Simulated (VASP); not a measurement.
# Cr (Im-3m) in VASP: further runs

Runs on Cr. Level: PBEsol. Tasks: single point.

Program: VASP 6.6.1. These are calculated values, not measurements. Logs are shortened: lines on timing, memory, paths and dates and some standing lists are left out, and cuts for length are marked.

## (1) The cell of the first run

The structure is cubic, space group Im-3m (No. 229). The conventional cell has a = 2.969 Å, b = 2.969 Å, c = 2.969 Å, α = 90.00°, β = 90.00°, γ = 90.00°. Within 3.4 Å of Cr (site symmetry m-3m) lie 14 Cr at 2.57 to 2.97 Å.

## (2) Single point, PBEsol, collinear spin, ferromagnetic start

INCAR

```
  PREC = Accurate
  ENCUT = 520
  EDIFF = 1E-6
  ISMEAR = -1
  SIGMA = 0.05
  LREAL = F
  LASPH = T
  NELM = 150
  ALGO = Normal
  ISIF = 2
  LWAVE = F
  LCHARG = F
  ISPIN = 2
  MAGMOM = 3.8
  LORBIT = 11
  NUPDOWN = 3.8
  LMAXMIX = 4
  GGA = PS
  NBANDS = 16
```

KPOINTS

```
regular mesh
0
Gamma
  10 10 10
```

POSCAR

```
Cr
1.0
   -1.4844496776      1.4844496776      1.4844496776
    1.4844496776     -1.4844496776      1.4844496776
    1.4844496776      1.4844496776     -1.4844496776
Cr
1
Direct
    0.0000000000      0.0000000000      0.0000000000
```

Potentials or basis: VASP PAW PBE potentials, release 64 (Cr_pv).

The run is started by

```bash
> cat potpaw_PBE.64/Cr_pv/POTCAR > POTCAR
> mpirun -np 1 vasp_std > vasp.out
```

OUTCAR:

```text
PREC = Accurate
   ENCUT = 520
   EDIFF = 1E-6
   ISMEAR = -1
   LREAL = F
   LASPH = T
   NELM = 150
   ISIF = 2
   ISPIN = 2
   LORBIT = 11
   NUPDOWN = 3.8
   GGA = PS

 ion  position               nearest neighbor table
   1  0.000  0.000  0.000-

  LATTYP: Found a body centered cubic cell.
 ALAT       =     2.9688993552

  Lattice vectors:

 A1 = (  -1.4844496776,   1.4844496776,   1.4844496776)
 A2 = (   1.4844496776,  -1.4844496776,   1.4844496776)
 A3 = (   1.4844496776,   1.4844496776,  -1.4844496776)

Analysis of symmetry for initial positions (statically):
=====================================================================
 Subroutine PRICEL returns:
 Original cell was already a primitive cell.

 Routine SETGRP: Setting up the symmetry group for a
 body centered cubic supercell.

 Subroutine GETGRP returns: Found 48 space group operations
 (whereof 48 operations were pure point group operations)
 out of a pool of 48 trial point group operations.

The static configuration has the point symmetry O_h .

Analysis of symmetry for dynamics (positions and initial velocities):
=====================================================================
 Subroutine PRICEL returns:
 Original cell was already a primitive cell.

 Routine SETGRP: Setting up the symmetry group for a
 body centered cubic supercell.

 Subroutine GETGRP returns: Found 48 space group operations
 (whereof 48 operations were pure point group operations)
 out of a pool of 48 trial point group operations.

The dynamic configuration has the point symmetry O_h .

Analysis of structural, dynamic, and magnetic symmetry:
=====================================================================
 Subroutine PRICEL returns:
 Original cell was already a primitive cell.

 Routine SETGRP: Setting up the symmetry group for a
 body centered cubic supercell.

 Subroutine GETGRP returns: Found 48 space group operations
 (whereof 48 operations were pure point group operations)
 out of a pool of 48 trial point group operations.

The overall configuration has the point symmetry O_h .

 Subroutine INISYM returns: Found 48 space group operations
 (whereof 48 operations are pure point group operations),
 and found     1 'primitive' translations

----------------------------------------------------------------------------------------

                                     Primitive cell

  volume of cell :      13.0845
[... 87 lines left out ...]
   EDIFF  = 0.1E-05   stopping-criterion for ELM
   LREAL  =      F    real-space projection
[... 7 lines left out ...]
   TEBEG  =    0.0;   TEEND  =   0.0 temperature during run
   PSTRESS=    0.0 pullay stress
   NELECT =      12.0000    total number of electrons
   NUPDOWN=       3.8000    fix difference up-down
   EMIN   =  10.00;   EMAX   =-10.00  energy-range for DOS
   EFERMI =   0.00;   METHOD = LEGACY
   ISMEAR =    -1;   SIGMA  =   0.05  broadening in eV -4-tet -1-fermi 0-gaus
   EFERMI_NEDOS =   21; number of points for ismear=-14 and -15
   IALGO  =     38    algorithm
   IMIX   =      4    mixing-type and parameters
     AMIX     =   0.40;   BMIX     =  1.00
     AMIX_MAG =   1.60;   BMIX_MAG =  1.00
  volume/ion in A,a.u.               =      13.08        88.30
  Fermi-wavevector in a.u.,A,eV,Ry     =   1.590559  3.005721 34.421077  2.529878
  Thomas-Fermi vector in A             =   2.689235
   LORBIT       =     11    0 simple, 1 ext, 2 COOP (PROOUT), +10 PAW based schemes
   GGA     = PS    functional components
   LHFCALC =     F    Hartree Fock is set to
   AEXX    =    0.0000 exact exchange contribution
   IVDW    =     0    specifies the selected vdW correction
   LEPSILON=     F    determine dielectric tensor
   LRPA    =     F    only Hartree local field effects (RPA)
 spin polarized calculation
  energy-cutoff  :      520.00
  volume of cell :       13.08
 maximum number of plane-waves:       370
   NGX =  9   NGY =  9   NGZ =  9

 number of electron      12.0000008 magnetization       3.8000003

 Free energy of the ion-electron system (eV)
  ---------------------------------------------------
  ext. energy  EPLUGINS =         0.00000000
  ---------------------------------------------------
  free energy    TOTEN  =        -8.10168032 eV

  energy without entropy =       -8.09312208  energy(sigma->0) =       -8.09740120

 E-fermi :   8.8675     XC(G=0): -12.8613

 val. band max:       10.5963419281   @ k =  -0.2000   0.3000   0.1000
 cond. band min:       8.9000641225   @ k =   0.2000   0.2000   0.2000
 fundamental gap:     -1.6962778056
 Fermi energy:        10.6140274600

 spin component 1

 k-point     1 :       0.0000    0.0000    0.0000
  band No.  band energies     occupation
      1     -33.4449      1.00000
      2     -33.4449      1.00000
      3     -33.4449      1.00000
      4       0.9867      1.00000
      5       8.1416      1.00000
      6       8.1416      1.00000
[... 435 lines left out ...]
      5       7.4627      1.00000
      6       7.6079      1.00000
[... 8 lines left out ...]
     15      33.6832      0.00000
     16      35.9268      0.00000

 [... further k-points ...]

 spin component 2

 k-point     1 :       0.0000    0.0000    0.0000
  band No.  band energies     occupation
      1     -30.1386      1.00000
      2     -30.1386      1.00000
      3     -30.1386      1.00000
      4       2.8181      1.00000
      5      11.2365      0.00000
      6      11.2365      0.00000
[... 435 lines left out ...]
      5      10.2803      0.00000
      6      10.4378      0.00000
[... 8 lines left out ...]
     15      35.8479      0.00000
     16      37.9039      0.00000

 [... further k-points ...]
[... 5 lines left out ...]
  --------------------------------------------------------------------------------------
  -------------------------------------------------------------------------------------
  Total        3.2822382      3.2822382      3.2822382      0.0000000      0.0000000      0.0000000
  in kB      401.9057813    401.9057813    401.9057813      0.0000000      0.0000000      0.0000000
  external PRESSURE =     401.9057813 kB  Pullay stress =       0.0000000 kB

 VOLUME and BASIS-vectors are now :
 -----------------------------------------------------------------------------
  energy-cutoff  :      520.00
  volume of cell :       13.08
      direct lattice vectors                 reciprocal lattice vectors
    -1.484449678  1.484449678  1.484449678     0.000000000  0.336825160  0.336825160
     1.484449678 -1.484449678  1.484449678     0.336825160  0.000000000  0.336825160
     1.484449678  1.484449678 -1.484449678     0.336825160  0.336825160  0.000000000

 POSITION                                       TOTAL-FORCE (eV/Angst)
 -----------------------------------------------------------------------------------
      0.00000      0.00000      0.00000         0.000000      0.000000      0.000000
 -----------------------------------------------------------------------------------
    total drift:                                0.000000     -0.000000      0.000000

  FREE ENERGIE OF THE ION-ELECTRON SYSTEM (eV)
  ---------------------------------------------------
  free  energy   TOTEN  =        -8.1016803212 eV

  energy  without entropy=       -8.0931220788  energy(sigma->0) =       -8.09740120

 total charge

# of ion       s       p       d       tot
------------------------------------------
    1        0.397   6.290   4.224  10.911

 magnetization (x)

# of ion       s       p       d       tot
------------------------------------------
    1        0.004   0.142   3.313   3.459
```

OSZICAR:

```text
N       E                     dE             d eps       ncg     rms          rms(c)
DAV:   1     0.869682872515E+02    0.86968E+02   -0.63000E+03  3064   0.844E+02
DAV:   2    -0.689364764989E+01   -0.93862E+02   -0.88918E+02  3296   0.246E+02
DAV:   3    -0.842796928018E+01   -0.15343E+01   -0.15311E+01  3424   0.352E+01
DAV:   4    -0.843404220523E+01   -0.60729E-02   -0.60728E-02  3488   0.220E+00
DAV:   5    -0.843409431808E+01   -0.52113E-04   -0.52114E-04  3416   0.184E-01    0.922E+00
DAV:   6    -0.801984237715E+01    0.41425E+00   -0.74215E-01  3096   0.120E+01    0.347E+00
DAV:   7    -0.807173382163E+01   -0.51891E-01   -0.10730E-01  3240   0.481E+00    0.196E+00
DAV:   8    -0.810081319740E+01   -0.29079E-01   -0.27225E-02  3128   0.212E+00    0.110E+00
DAV:   9    -0.809989352025E+01    0.91968E-03   -0.16267E-03  3216   0.407E-01    0.484E-01
DAV:  10    -0.810161219709E+01   -0.17187E-02   -0.11136E-04  3208   0.146E-01    0.501E-02
DAV:  11    -0.810167926069E+01   -0.67064E-04   -0.27652E-05  3120   0.552E-02    0.178E-02
DAV:  12    -0.810168082872E+01   -0.15680E-05   -0.15587E-06  3072   0.107E-02    0.910E-03
DAV:  13    -0.810168032119E+01    0.50753E-06   -0.23774E-07  1632   0.457E-03
   1 F= -.81016803E+01 E0= -.80974012E+01  d E =-.855824E-02  mag=     3.8000
```

Run time: 16 s. Hardware: 1 thread of Intel Xeon Platinum 8259CL at 2.50GHz (Skylake/Cascade Lake), shared host; peak memory 0.14 GiB.

Results:

```
Free energy                                           : -8.1017 eV
Pressure                                              : 40.2 GPa
Net moment                                            : 3.80 μB per cell
Site moments                                          : Cr +3.46 μB
Valence electrons inside the program's atomic spheres : Cr 10.91
```

Caveat: the PAW data sets were made with another functional, which shifts forces and pressure a little; the total moment is fixed, so each spin has its own Fermi level.

## (3) Single point, PBEsol, collinear spin, ferromagnetic start

INCAR

```
SYSTEM = Cr
PREC = Accurate ; ENCUT = 520
EDIFF = 1E-6 ; ISMEAR = -1
SIGMA = 0.05 ; LREAL = .FALSE.
LASPH = .TRUE. ; NELM = 150
ALGO = Normal ; ISIF = 2
LWAVE = .FALSE. ; LCHARG = .TRUE.
ISPIN = 2 ; MAGMOM = 4.5
LORBIT = 11 ; NUPDOWN = 4.5
LMAXMIX = 4 ; GGA = PS
LELF = .TRUE. ; LVHAR = .TRUE.
NBANDS = 16
```

KPOINTS

```
regular mesh
0
G
  10 10 10
  0 0 0
```

POSCAR is that of step 2.

Potentials or basis: VASP PAW PBE potentials, release 64 (Cr_pv).

The run is started by

```bash
> cat potpaw_PBE.64/Cr_pv/POTCAR > POTCAR
> mpirun -np 1 vasp_std > vasp.out
```

OUTCAR:

```text
SYSTEM = Cr
   PREC = Accurate
   ENCUT = 520
   EDIFF = 1E-6
   ISMEAR = -1
   LREAL = .FALSE.
   LASPH = .TRUE.
   NELM = 150
   ISIF = 2
   ISPIN = 2
   LORBIT = 11
   NUPDOWN = 4.5
   GGA = PS

 ion  position               nearest neighbor table
   1  0.000  0.000  0.000-

  LATTYP: Found a body centered cubic cell.
 ALAT       =     2.9688993552

  Lattice vectors:

 A1 = (  -1.4844496776,   1.4844496776,   1.4844496776)
 A2 = (   1.4844496776,  -1.4844496776,   1.4844496776)
 A3 = (   1.4844496776,   1.4844496776,  -1.4844496776)

Analysis of symmetry for initial positions (statically):
=====================================================================
 Subroutine PRICEL returns:
 Original cell was already a primitive cell.

 Routine SETGRP: Setting up the symmetry group for a
 body centered cubic supercell.

 Subroutine GETGRP returns: Found 48 space group operations
 (whereof 48 operations were pure point group operations)
 out of a pool of 48 trial point group operations.

The static configuration has the point symmetry O_h .

Analysis of symmetry for dynamics (positions and initial velocities):
[... 182 lines left out ...]
      2     -33.0382      1.00000
      3     -33.0382      1.00000
      4       0.7806      1.00000
      5       8.3854      1.00000
      6       8.3854      1.00000
[... 435 lines left out ...]
      5       7.6624      1.00000
      6       7.7067      1.00000
[... 8 lines left out ...]
     15      33.5932      0.00000
     16      35.7714      0.00000

 [... further k-points ...]

 spin component 2

 k-point     1 :       0.0000    0.0000    0.0000
  band No.  band energies     occupation
      1     -29.2717      1.00000
      2     -29.2717      1.00000
      3     -29.2717      1.00000
      4       3.2235      1.00000
      5      11.9326      0.00000
      6      11.9326      0.00000
[... 435 lines left out ...]
      5      10.8951      0.00000
      6      11.0970      0.00000
[... 8 lines left out ...]
     15      36.3238      0.00000
     16      38.3491      0.00000

 [... further k-points ...]
[... 5 lines left out ...]
  --------------------------------------------------------------------------------------
  -------------------------------------------------------------------------------------
  Total        5.4242536      5.4242536      5.4242536      0.0000000      0.0000000     -0.0000000
  in kB      664.1927649    664.1927649    664.1927649      0.0000000      0.0000000     -0.0000000
  external PRESSURE =     664.1927649 kB  Pullay stress =       0.0000000 kB

 VOLUME and BASIS-vectors are now :
 -----------------------------------------------------------------------------
  energy-cutoff  :      520.00
  volume of cell :       13.08
      direct lattice vectors                 reciprocal lattice vectors
    -1.484449678  1.484449678  1.484449678     0.000000000  0.336825160  0.336825160
     1.484449678 -1.484449678  1.484449678     0.336825160  0.000000000  0.336825160
     1.484449678  1.484449678 -1.484449678     0.336825160  0.336825160  0.000000000

 POSITION                                       TOTAL-FORCE (eV/Angst)
 -----------------------------------------------------------------------------------
      0.00000      0.00000      0.00000        -0.000000     -0.000000      0.000000
 -----------------------------------------------------------------------------------
    total drift:                                0.000000     -0.000000      0.000000

  FREE ENERGIE OF THE ION-ELECTRON SYSTEM (eV)
  ---------------------------------------------------
  free  energy   TOTEN  =        -7.2709842181 eV

  energy  without entropy=       -7.2607278186  energy(sigma->0) =       -7.26585602

 total charge

# of ion       s       p       d       tot
------------------------------------------
    1        0.388   6.294   4.273  10.955

 magnetization (x)

# of ion       s       p       d       tot
------------------------------------------
    1        0.025   0.187   3.820   4.032
```

OSZICAR:

```text
N       E                     dE             d eps       ncg     rms          rms(c)
DAV:   1     0.896038610239E+02    0.89604E+02   -0.63270E+03  3064   0.855E+02
DAV:   2    -0.565184911851E+01   -0.95256E+02   -0.90308E+02  3288   0.246E+02
DAV:   3    -0.720035185468E+01   -0.15485E+01   -0.15457E+01  3432   0.354E+01
DAV:   4    -0.720643084190E+01   -0.60790E-02   -0.60789E-02  3480   0.220E+00
DAV:   5    -0.720648279846E+01   -0.51957E-04   -0.51956E-04  3424   0.184E-01    0.923E+00
DAV:   6    -0.716821136064E+01    0.38271E-01   -0.40024E-01  3088   0.655E+00    0.434E+00
DAV:   7    -0.723529195885E+01   -0.67081E-01   -0.11933E-01  3160   0.518E+00    0.263E+00
DAV:   8    -0.727168731581E+01   -0.36395E-01   -0.16624E-02  3120   0.160E+00    0.125E+00
DAV:   9    -0.727105145932E+01    0.63586E-03   -0.24392E-03  3368   0.666E-01    0.515E-01
DAV:  10    -0.727094067642E+01    0.11078E-03   -0.19016E-04  3216   0.176E-01    0.562E-02
DAV:  11    -0.727098311730E+01   -0.42441E-04   -0.18464E-05  3248   0.424E-02    0.165E-02
DAV:  12    -0.727098444236E+01   -0.13251E-05   -0.30818E-06  3176   0.146E-02    0.733E-03
DAV:  13    -0.727098421809E+01    0.22427E-06   -0.57423E-07  2096   0.724E-03
   1 F= -.72709842E+01 E0= -.72658560E+01  d E =-.102564E-01  mag=     4.5000
```

Wall time 18 s (1 thread of Intel Xeon Platinum 8259CL at 2.50GHz (Skylake/Cascade Lake), shared host); peak memory 0.14 GiB.

Results:

```yaml
Free_energy: -7.2710 eV
Pressure: 66.4 GPa
Net_moment: 4.50 μB per cell
Site_moments: Cr +4.03 μB
Valence_electrons_inside_the_program's_atomic_spheres: Cr 10.96
```

Caveat: the PAW data sets were made with another functional, which shifts forces and pressure a little; the total moment is fixed, so each spin has its own Fermi level.
